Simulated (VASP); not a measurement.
Y3N2, 5 atoms in the cell. It takes space group P6/mmm (No. 191, hexagonal). Conventional cell: a = 3.465 Å, b = 3.465 Å, c = 8.605 Å, α = 90.00°, β = 90.00°, γ = 120.00°. Y (site symmetry 6mm) has 1 N at 1.61 Å and 1 Y at 2.16 Å within 2.2 Å. Within 2.9 Å of Y (site symmetry 6/mmm) lie 2 Y at 2.16 Å. N (site symmetry 6mm) has 1 N at 1.07 Å within 1.4 Å. The cell was built from a structure type or drawn by symmetry, and may not be a known phase.

| Property | Result |
| --- | --- |
| Program | VASP 6.6.1 |
| Task | single point |
| Functional | PBE |
| Potentials or basis | VASP PAW PBE potentials, release 64 (Y_sv, N_h) |
| Cutoff | 910 eV |
| k mesh | 6 × 6 × 2 |
| Occupations | gaussian, width 0.1 eV |
| Spin | no spin polarisation |
| Dipole correction | no |
| Further INCAR settings | ALGO = Normal; EDIFF = 1e-06; NBANDS = 30 |

Potentials or basis: VASP PAW PBE potentials, release 64 (Y_sv, N_h).

Launch:

```sh
$ cat potpaw_PBE.64/Y_sv/POTCAR potpaw_PBE.64/N_h/POTCAR > POTCAR
$ mpirun -np 1 vasp_std > vasp.out
```

Hardware: 1 thread of Intel(R) Xeon(R) 6975P-C (Granite Rapids), on a shared host.

Task: How long does it take, and how much memory?

Result: It took 3 min on 1 thread of Intel(R) Xeon(R) 6975P-C (Granite Rapids) (shared host), peak memory 0.38 GiB. Counts: scf iterations 33, k points 14.
